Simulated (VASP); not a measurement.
Si2Ni:

```
CELL_PARAMETERS angstrom
0.00000 2.56390 2.56390
2.56390 0.00000 2.56390
2.56390 2.56390 0.00000
ATOMIC_POSITIONS crystal
Si 0.25000 0.25000 0.25000
Si 0.75000 0.75000 0.75000
Ni 0.00000 0.00000 0.00000
```

Base run:

- Program: VASP 6.6.1
- Functional: LDA
- Potentials or basis: VASP PAW LDA potentials, release 64 (Si, Ni)
- Cutoff: 520 eV
- k mesh: 14 × 14 × 14
- Occupations: gaussian, width 0.15 eV
- Spin: collinear spin, ferromagnetic start
- Starting moments: [0.0, 0.0, 0.25] μB
- Fixed moment: 0.25 μB

Its results: pressure 29.1 GPa; site moments Si +0.03; Ni +0.13 μB.

Problem. The run is repeated on the same cell with these changes: fixed moment from 0.25 μB to 0.5 μB; moments at the start from [0.0, 0.0, 0.25] to [0.0, 0.0, 0.5]. What comes out?

Solution. Pressure 30.8 GPa; site moments Si +0.06; Ni +0.24 μB.

Caveats: the cell stands under pressure; the total moment is fixed, so each spin has its own Fermi level.
